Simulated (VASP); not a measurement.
# N (P6_3/mmc) in VASP: notebook, part 2 of 2

VASP 6.6.1.

### 3 Single point, PBEsol

This run uses another cell than the first one, of 6.72 Å³/atom.

Input file INCAR:

```
PREC = Accurate ; ENCUT = 600
EDIFF = 1E-6 ; ISMEAR = -1
SIGMA = 0.1 ; LREAL = F
LASPH = T ; NELM = 120
ALGO = Normal ; ISIF = 2
LWAVE = F ; LCHARG = F
GGA = PS ; NBANDS = 12
GGA_COMPAT = F
```

Input file KPOINTS:

```
Automatic mesh
0
Gamma
  8 8 7
```

Input file POSCAR:

```
N
1.0
    2.5194740000      0.0000000000      0.0000000000
   -1.2597370000      2.1819280000      0.0000000000
    0.0000000000      0.0000000000      2.4460020000
N
2
Direct
    0.6666666667      0.3333333333      0.2500000000
    0.3333333333      0.6666666667      0.7500000000
```

Potentials or basis: VASP PAW PBE potentials, release 64 (N).

Run with:

```
> cat potpaw_PBE.64/N/POTCAR > POTCAR
> mpirun -np 1 vasp_std > vasp.out
```

OUTCAR:

```text
PREC = Accurate
   ENCUT = 600
   EDIFF = 1E-6
   ISMEAR = -1
   LREAL = F
   LASPH = T
   NELM = 120
   ISIF = 2
   GGA = PS

 ion  position               nearest neighbor table
   1  0.667  0.333  0.250-
   2  0.333  0.667  0.750-

  LATTYP: Found a hexagonal cell.
 ALAT       =     2.5194740000
 C/A-ratio  =     0.9708383575

  Lattice vectors:

 A1 = (   2.5194740000,   0.0000000000,   0.0000000000)
 A2 = (  -1.2597370000,   2.1819280000,   0.0000000000)
 A3 = (   0.0000000000,   0.0000000000,   2.4460020000)

Analysis of symmetry for initial positions (statically):
=====================================================================
 Subroutine PRICEL returns:
 Original cell was already a primitive cell.

 Routine SETGRP: Setting up the symmetry group for a
 hexagonal supercell.

 Subroutine GETGRP returns: Found 24 space group operations
 (whereof 12 operations were pure point group operations)
 out of a pool of 24 trial point group operations.

The static configuration has the point symmetry D_3d.
 The point group associated with its full space group is D_6h.

Analysis of symmetry for dynamics (positions and initial velocities):
=====================================================================
 Subroutine PRICEL returns:
 Original cell was already a primitive cell.

 Routine SETGRP: Setting up the symmetry group for a
 hexagonal supercell.

 Subroutine GETGRP returns: Found 24 space group operations
 (whereof 12 operations were pure point group operations)
 out of a pool of 24 trial point group operations.

The dynamic configuration has the point symmetry D_3d.
 The point group associated with its full space group is D_6h.

 Subroutine INISYM returns: Found 24 space group operations
 (whereof 12 operations are pure point group operations),
 and found     1 'primitive' translations

----------------------------------------------------------------------------------------

                                     Primitive cell

  volume of cell :      13.4464

  direct lattice vectors                    reciprocal lattice vectors
     2.519474000  0.000000000  0.000000000     0.396908244  0.229155133  0.000000000
    -1.259737000  2.181928000  0.000000000     0.000000000  0.458310265  0.000000000
     0.000000000  0.000000000  2.446002000     0.000000000  0.000000000  0.408830410

  length of vectors
     2.519474000  2.519473577  2.446002000     0.458310188  0.458310265  0.408830410

  position of ions in fractional coordinates (direct lattice)
     0.666666667  0.333333333  0.250000000
     0.333333333  0.666666667  0.750000000

  ion indices of the primitive-cell ions
   primitive index   ion index
                 1           1
                 2           2

----------------------------------------------------------------------------------------

 KPOINTS: Automatic mesh

Automatic generation of k-mesh.
 Grid dimensions read from file:
 generate k-points for:    8    8    7

 Generating k-lattice:

  Cartesian coordinates                     Fractional coordinates (reciprocal lattice)
     0.049613530  0.028644392  0.000000000     0.125000000  0.000000000  0.000000000
     0.000000000  0.057288783  0.000000000     0.000000000  0.125000000  0.000000000
     0.000000000  0.000000000  0.058404344     0.000000000  0.000000000  0.142857143

  Length of vectors
     0.057288774  0.057288783  0.058404344

  Shift w.r.t. Gamma in fractional coordinates (k-lattice)
     0.000000000  0.000000000  0.000000000

 Subroutine IBZKPT returns following result:
 ===========================================

 Found     40 irreducible k-points:

 Following reciprocal coordinates:
            Coordinates               Weight
  0.000000  0.000000  0.000000      1.000000
  0.125000  0.000000  0.000000      6.000000
  0.250000  0.000000  0.000000      6.000000
  0.375000 -0.000000  0.000000      6.000000
  0.500000  0.000000  0.000000      3.000000
  0.125000  0.125000  0.000000      6.000000
[... 16 lines left out ...]
  0.250000  0.000000  0.285714     12.000000
  0.375000 -0.000000  0.285714     12.000000
 [... further k-points ...]
   k-points           NKPTS =     40   k-points in BZ     NKDIM =     40   number of bands    NBANDS=     12
   number of dos      NEDOS =    301   number of ions     NIONS =      2
   total plane-waves  NPLWV =   8000
   dimension x,y,z NGX =    20 NGY =   20 NGZ =   20
   dimension x,y,z NGXF=    40 NGYF=   40 NGZF=   40
   ions per type =               2
   NGX,Y,Z   is equivalent  to a cutoff of  13.20, 13.20, 13.59 a.u.
   NGXF,Y,Z  is equivalent  to a cutoff of  26.39, 26.39, 27.19 a.u.
 SYSTEM =  unknown system
   PREC   = accura    normal or accurate (medium, high low for compatibility)
   ISTART =      0    job   : 0-new  1-cont  2-samecut
   ICHARG =      2    charge: 1-file 2-atom 10-const
   ISPIN  =      1    spin polarized calculation?
   LNONCOLLINEAR =      F non collinear calculations
   LSORBIT =      F    spin-orbit coupling
   LASPH  =      T    aspherical Exc in radial PAW
   ENCUT  =  600.0 eV  44.10 Ry    6.64 a.u.   5.03  5.03  4.89*2*pi/ulx,y,z
   NELM   =    120;   NELMIN=  2; NELMDL= -5     # of ELM steps
   EDIFF  = 0.1E-05   stopping-criterion for ELM
   LREAL  =      F    real-space projection
[... 7 lines left out ...]
   TEBEG  =    0.0;   TEEND  =   0.0 temperature during run
   PSTRESS=    0.0 pullay stress
   NELECT =      10.0000    total number of electrons
   NUPDOWN=      -1.0000    fix difference up-down
   EMIN   =  10.00;   EMAX   =-10.00  energy-range for DOS
   EFERMI =   0.00;   METHOD = LEGACY
   ISMEAR =    -1;   SIGMA  =   0.10  broadening in eV -4-tet -1-fermi 0-gaus
   EFERMI_NEDOS =   21; number of points for ismear=-14 and -15
   IALGO  =     38    algorithm
   IMIX   =      4    mixing-type and parameters
     AMIX     =   0.40;   BMIX     =  1.00
     AMIX_MAG =   1.60;   BMIX_MAG =  1.00
  volume/ion in A,a.u.               =       6.72        45.37
  Fermi-wavevector in a.u.,A,eV,Ry     =   1.483221  2.802881 29.932053  2.199944
  Thomas-Fermi vector in A             =   2.596909
   LORBIT       =      0    0 simple, 1 ext, 2 COOP (PROOUT), +10 PAW based schemes
   GGA     = PS    functional components
   LHFCALC =     F    Hartree Fock is set to
   AEXX    =    0.0000 exact exchange contribution
   IVDW    =     0    specifies the selected vdW correction
   LEPSILON=     F    determine dielectric tensor
   LRPA    =     F    only Hartree local field effects (RPA)
 non-spin polarized calculation
  energy-cutoff  :      600.00
  volume of cell :       13.45
 maximum number of plane-waves:       456
 NGX is ok and might be reduce to    20
   NGX =  9   NGY =  9   NGZ =  9

 number of electron      10.0000000 magnetization

 Free energy of the ion-electron system (eV)
  ---------------------------------------------------
  ext. energy  EPLUGINS =         0.00000000
  ---------------------------------------------------
  free energy    TOTEN  =       -10.48873076 eV

  energy without entropy =      -10.47056604  energy(sigma->0) =      -10.47964840

 E-fermi :   6.9841     XC(G=0): -13.2705

 val. band max:        6.9471838023   @ k =   0.0000   0.0000   0.4286
 cond. band min:       7.0102254444   @ k =   0.1250   0.1250   0.2857
 fundamental gap:      0.0630416421
 Fermi energy:         6.9841194398

 k-point     1 :       0.0000    0.0000    0.0000
  band No.  band energies     occupation
      1     -15.0931      2.00000
      2       1.3945      2.00000
      3       2.1764      2.00000
      4       4.6399      2.00000
      5       4.6399      2.00000
      6       9.8256      0.00000
      7       9.8256      0.00000
      8      13.1695      0.00000
      9      21.3067      0.00000
     10      24.7942      0.00000
     11      32.1814      0.00000
     12      32.1814      0.00000
[... 331 lines left out ...]
 k-point    24 :       0.3750   -0.0000    0.2857
  band No.  band energies     occupation
      1     -10.3127      2.00000
      2      -4.7621      2.00000
      3      -1.1150      2.00000
      4       3.7006      2.00000
      5       3.8204      2.00000
      6       8.9013      0.00000
      7       9.6176      0.00000
      8      12.2006      0.00000
      9      23.5547      0.00000
     10      28.8068      0.00000
     11      32.4678      0.00000
     12      35.6234      0.00000

 [... further k-points ...]

------------------------ aborting loop because EDIFF is reached ----------------------------------------

  FORCE on cell =-STRESS in cart. coord.  units (eV):
  Direction    XX          YY          ZZ          XY          YZ          ZX
  --------------------------------------------------------------------------------------
  -------------------------------------------------------------------------------------
  Total        0.2045952      0.2045951     -0.9084487     -0.0000000     -0.0000000      0.0000000
  in kB       24.3780431     24.3780322   -108.2440092     -0.0000000     -0.0000000      0.0000000
  external PRESSURE =     -19.8293113 kB  Pullay stress =       0.0000000 kB

 VOLUME and BASIS-vectors are now :
 -----------------------------------------------------------------------------
  energy-cutoff  :      600.00
  volume of cell :       13.45
      direct lattice vectors                 reciprocal lattice vectors
     2.519474000  0.000000000  0.000000000     0.396908244  0.229155133  0.000000000
    -1.259737000  2.181928000  0.000000000     0.000000000  0.458310265  0.000000000
     0.000000000  0.000000000  2.446002000     0.000000000  0.000000000  0.408830410

 POSITION                                       TOTAL-FORCE (eV/Angst)
 -----------------------------------------------------------------------------------
      1.25974      0.72731      0.61150        -0.000000     -0.000000      0.000000
     -0.00000      1.45462      1.83450         0.000000      0.000000      0.000000
 -----------------------------------------------------------------------------------
    total drift:                               -0.000000      0.000000      0.000000

  FREE ENERGIE OF THE ION-ELECTRON SYSTEM (eV)
  ---------------------------------------------------
  free  energy   TOTEN  =       -10.4887307626 eV

  energy  without entropy=      -10.4705660382  energy(sigma->0) =      -10.47964840
```

Wall time 4.3 s (1 thread of Intel Xeon Platinum 8375C at 2.90GHz (Ice Lake), shared host); peak memory 0.1 GiB.

What came out:

```yaml
Free_energy: -10.4887 eV
Pressure: -2.0 GPa
Band_gap_on_the_k_mesh: zero (bands 5 and 6 overlap by 3.39 eV)
```

Caveat: the k points lie up to 0.37 Å⁻¹ apart, too coarse for converged energies and pressures of a metal; the PAW data sets were made with another functional, which shifts forces and pressure a little.

### 4 Single point, PBEsol

This run uses another cell than the first one, of 7.06 Å³/atom.

Input file INCAR:

```
SYSTEM = N
  ALGO = Normal
  EDIFF = 1E-6
  ENCUT = 600
  GGA = PS
  GGA_COMPAT = .FALSE.
  ISIF = 2
  ISMEAR = -1
  LASPH = .TRUE.
  LCHARG = .FALSE.
  LREAL = .FALSE.
  LWAVE = .FALSE.
  NBANDS = 12
  NELM = 120
  PREC = Accurate
  SIGMA = 0.1
```

Input file KPOINTS:

```
k-points
0
G
  8 8 7
  0 0 0
```

Input file POSCAR:

```
N
1.0
    2.5607841947      0.0000000000      0.0000000000
   -1.2803920973      2.2177036700      0.0000000000
    0.0000000000      0.0000000000      2.4861075216
N
2
Direct
    0.6666666667      0.3333333333      0.2500000000
    0.3333333333      0.6666666667      0.7500000000
```

Run with:

```
> cat potpaw_PBE.64/N/POTCAR > POTCAR
> mpirun -np 1 vasp_std > vasp.out
```

Wall time 4.2 s (1 thread of Intel Xeon Platinum 8375C at 2.90GHz (Ice Lake), shared host); peak memory 0.11 GiB.

The run converged. Its results:

```
Free energy            : -10.4630 eV
Pressure               : -11.5 GPa
Band gap on the k mesh : zero (bands 5 and 6 overlap by 2.97 eV)
```

Stress tensor (GPa, compression positive):
```
 -6.60   0.00   0.00
  0.00  -6.60   0.00
  0.00   0.00 -21.23
```

Levels at points of the mesh, in eV from the Fermi level:
| k point | band 1 | band 2 | band 3 | band 4 | band 5 | band 6 | band 7 | band 8 | band 9 | band 10 |
| --- | --- | --- | --- | --- | --- | --- | --- | --- | --- | --- |
| (0.00, 0.00, 0.00) | -21.36 | -5.96 | -4.51 | -2.17 | -2.17 | 2.77 | 2.77 | 5.88 | 14.33 | 17.38 |
| (0.50, 0.00, 0.00) | -16.95 | -14.05 | -4.69 | -2.32 | -1.36 | 1.70 | 2.57 | 4.89 | 13.38 | 23.29 |

Caveat: the k points lie up to 0.36 Å⁻¹ apart, too coarse for converged energies and pressures of a metal; the PAW data sets were made with another functional, which shifts forces and pressure a little.

### 5 Overview

```csv
cell,gap on the mesh (eV),pressure (GPa)
"a = 2.477, b = 2.477, c = 2.405 Å, angles 90.0, 90.0, 120.0°, 2 atoms",none,10.6
"a = 2.519, b = 2.519, c = 2.446 Å, angles 90.0, 90.0, 120.0°, 2 atoms",none,-2.0
"a = 2.561, b = 2.561, c = 2.486 Å, angles 90.0, 90.0, 120.0°, 2 atoms",none,-11.5
```

Alike in all rows: task single point; level PBEsol; potentials or basis VASP PAW PBE potentials, release 64 (N); no spin polarisation; k mesh 8 × 8 × 7; cutoff (eV) 600; smearing fermi-dirac 0.1 eV.

Caveats: all runs use coarse meshes; the PAW data sets were made with another functional, which shifts forces and pressure a little.

Absolute energies hang on the potentials; compare differences alone.
